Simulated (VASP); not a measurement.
Au:

```
Au
1.0
     0.00000    2.11617    2.11617
     2.11617    0.00000    2.11617
     2.11617    2.11617    0.00000
Au
1
Direct
  0.00000 0.00000 0.00000
```

Base run:

```yaml
Program: VASP 6.6.1
Functional: PBE
Potentials_or_basis: VASP PAW PBE potentials, release 64 (Au)
Cutoff: 520 eV
k_mesh: 12 × 12 × 12
Occupations: fermi-dirac, width 0.06 eV
Spin: no spin polarisation
```

Its results: pressure -6.3 GPa.

Question: The run is repeated on the same cell with these changes: functional from PBE to PBEsol; further incar settings from ALGO = Normal; EDIFF = 1e-07; NBANDS = 12 to ALGO = Normal; EDIFF = 1e-06; NBANDS = 12. What comes out?

Answer: Pressure -13.7 GPa.

Caveats: the PAW data sets were made with another functional, which shifts forces and pressure a little (some runs).
